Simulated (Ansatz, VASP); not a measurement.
Al2Cu in VASP and in Ansatz

INCAR

```
SYSTEM = Al2Cu
PREC     = Accurate       ! precision mode
ENCUT    = 520            ! plane-wave cutoff, eV
EDIFF    = 1E-6           ! SCF threshold, eV
ISMEAR   = -1             ! smearing method
SIGMA    = 0.05           ! smearing width, eV
LREAL    = .FALSE.        ! projectors in reciprocal space
LASPH    = .TRUE.         ! aspherical terms in the spheres
NELM     = 80             ! most SCF steps
ALGO     = Normal         ! electronic algorithm
ISIF     = 2              ! what is computed and relaxed
LWAVE    = .FALSE.        ! write WAVECAR
LCHARG   = .FALSE.        ! write CHGCAR
GGA      = PS             ! functional
NBANDS   = 26             ! bands
```

KPOINTS

```
Automatic mesh
0
G
  6 6 6
  0 0 0
```

File POSCAR:

```
Al2Cu
1.0
   -2.9728300000      2.9728300000      2.4385000000
    2.9728300000     -2.9728300000      2.4385000000
    3.0941700000      3.0941700000     -2.4385000000
Cu Al
2 4
Direct
    0.2500000000      0.2500000000      0.0000000000
    0.7500000000      0.7500000000      0.0000000000
    0.3419000000      0.1581000000      0.5000000000
    0.8419000000      0.3419000000      0.1838000000
    0.6581000000      0.8419000000      0.5000000000
    0.1581000000      0.6581000000      0.8162000000
```

File input.yaml:

```yaml
crystal:
  lattice:
    - [-2.97283, 2.97283, 2.4385]
    - [2.97283, -2.97283, 2.4385]
    - [3.09417, 3.09417, -2.4385]
  atoms:
    - { symbol: Cu, position: [0.25, 0.25, 0.0] }
    - { symbol: Cu, position: [0.75, 0.75, 0.0] }
    - { symbol: Al, position: [0.3419, 0.1581, 0.5] }
    - { symbol: Al, position: [0.8419, 0.3419, 0.1838] }
    - { symbol: Al, position: [0.6581, 0.8419, 0.5] }
    - { symbol: Al, position: [0.1581, 0.6581, 0.8162] }
hamiltonian:
  xc: pbesol
  pseudopotentials: { kind: paw }
kpoints:
  mp_grid: { grid: [6, 6, 6] }
scf:
  occupations: { method: fermi_dirac, width: 0.05 }
output:
  forces: true
  stress: true
  eigenvalues: true
  write_density: true
  write_potential: true
  elf: true
  volumetric_format: npy
```

Alike in both runs: task single point; functional PBEsol; k mesh 6 × 6 × 6; occupations fermi-dirac, width 0.05 eV; no spin polarisation.

|  | VASP | Ansatz |
| --- | --- | --- |
| version | VASP 6.6.1 | Ansatz 0.2.0 |
| potentials or method | VASP PAW PBE potentials, release 64 (Cu, Al) | Ansatz PAW |
| plane-wave cutoff (eV) | 520 | 420 |
| valence electrons in the cell | 34 | 50 |

Ansatz gave:

* gap on the k mesh at the Fermi level (eV): none
* pressure (GPa): -3.4
* traceless stress, the component that is largest in VASP (GPa): -3.44
* rms of the force components (eV/Å): 0.082

Which values does VASP return?

gap on the k mesh at the Fermi level (eV): none; pressure (GPa): -3.2; traceless stress, the component that is largest in VASP (GPa): -3.44; rms of the force components (eV/Å): 0.081.

VASP's potentials were made for PBE, not for PBEsol. Atom by atom the forces differ by 0.002 eV/Å (rms over components). A gap of «none» marks a metal or a gap that the smearing closes. With one functional, cell and mesh, what is left measures potentials, basis and numerics. VASP's potentials hold 34 valence electrons a cell and Ansatz's 50, so a difference there can come from the potentials and not from the codes.
